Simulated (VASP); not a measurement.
Here is a VASP 6.6.1 calculation.

INCAR

```
PREC     = Accurate       # precision mode
ENCUT    = 520            # plane-wave cutoff, eV
EDIFF    = 1E-7           # SCF threshold, eV
ISMEAR   = -1             # smearing method
SIGMA    = 0.0552         # smearing width, eV
LREAL    = Auto         
LASPH    = T              # aspherical terms in the spheres
NELM     = 100            # most SCF steps
ALGO     = Normal         # electronic algorithm
ISIF     = 2              # what is computed and relaxed
LWAVE    = F              # write WAVECAR
LCHARG   = F              # write CHGCAR
GGA      = PE             # functional
ISYM     = 0            
NBANDS   = 57             # bands
```

Contents of KPOINTS:

```
regular mesh
0
Gamma
  1 1 1
```

POSCAR

```
CaMg4Cl10
1.0
    7.2914250000     -0.0987590000     -0.1794660000
   -0.0987590000      7.2785010000     -0.1619410000
   -0.1794660000     -0.1619410000      7.5467340000
Ca Cl Mg
1 10 4
Direct
    0.3772811781      0.6490859775      0.7538549492
    0.8177246816      0.3496009940      0.1419931473
    0.0218484131      0.6491658571      0.8795710324
    0.8047496805      0.8983662766      0.3804630638
    0.6180527479      0.4877642676      0.4893414141
    0.1930500675      0.0604073211      0.1497293194
    0.9868610151      0.2088842379      0.6606648547
    0.3838174529      0.3517232592      0.9017214068
    0.5806429630      0.8042435915      1.0049219545
    0.1349914277      0.6388791406      0.4450191432
    0.4478115158      0.9904862458      0.6170007151
    0.6911004302      0.1814953028      0.5186478761
    0.1267727231      0.9793636084      0.4485464196
    0.8191985911      0.6870641054      0.1431542628
    0.0604694331      0.3057131145      0.9692499689
```

Potentials or basis: VASP PAW PBE potentials, release 64 (Ca_sv, Cl, Mg).

Run with:

```console
$ cat potpaw_PBE.64/Ca_sv/POTCAR potpaw_PBE.64/Cl/POTCAR potpaw_PBE.64/Mg/POTCAR > POTCAR
$ mpirun -np 1 vasp_gam > vasp.out
```

Task: Predict the largest force.

Result: 1.590 eV/Å.

Task: Estimate the pressure.

Result: 2.1 GPa.

Stress tensor (GPa, compression positive):
```
 2.73 -0.33  0.60
-0.33  1.62  0.36
 0.60  0.36  1.88
```

Caveat: the k points lie up to 0.86 Å⁻¹ apart, too coarse for converged energies, forces and pressures; the atoms stand as in a frame of molecular dynamics.
